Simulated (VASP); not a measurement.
**Ni: single point with LDA**

Ni:

```
Ni
1.0
     0.00000    1.71211    1.71211
     1.71211    0.00000    1.71211
     1.71211    1.71211    0.00000
Ni
1
Direct
  0.00000 0.00000 0.00000
```

```json
{"Program": "VASP 6.6.1", "Task": "single point", "Functional": "LDA", "Potentials or basis": "VASP PAW LDA potentials, release 64 (Ni)", "Cutoff": "520 eV", "k mesh": "20 × 20 × 20", "Occupations": "gaussian, width 0.05 eV", "Spin": "collinear spin, ferromagnetic start", "Starting moments": "[0.5] μB", "Dipole correction": "no", "Further INCAR settings": "ALGO = Normal; EDIFF = 1e-06; NBANDS = 15"}
```

* Pressure: -0.2 GPa
* Net moment: 0.60 μB per cell
* Site moments: Ni +0.61 μB
* Valence electrons inside the program's atomic spheres: Ni 9.47

Levels at points of the mesh, in eV from the Fermi level:
Spin up:
```tsv
k point	band 2	band 3	band 4	band 5	band 6	band 7	band 8	band 9
(0.00, 0.00, 0.00)	-2.58	-2.58	-2.58	-1.28	-1.28	24.45	28.85	28.85
(0.50, 0.00, 0.00)	-2.59	-2.59	-0.50	-0.50	-0.41	6.31	22.93	25.98
(0.50, 0.50, 0.00)	-4.59	-0.47	-0.33	-0.33	2.50	10.02	15.53	15.53
```
Spin down:
```csv
k point,band 1,band 2,band 3,band 4,band 5,band 6,band 7,band 8,band 9,band 10
"(0.00, 0.00, 0.00)",-9.52,-1.96,-1.96,-1.96,-0.71,-0.71,24.44,28.90,28.90,28.90
"(0.50, 0.00, 0.00)",-4.88,-2.03,-2.03,-0.37,0.16,0.16,6.70,22.91,26.10,26.10
"(0.50, 0.50, 0.00)",-4.77,-4.08,0.12,0.38,0.38,2.55,10.30,15.61,15.61,21.10
```

It took 44 s on 1 thread of Intel(R) Xeon(R) Platinum 8375C CPU @ 2.90GHz (Ice Lake), with other jobs on the host, peak memory 0.16 GiB.
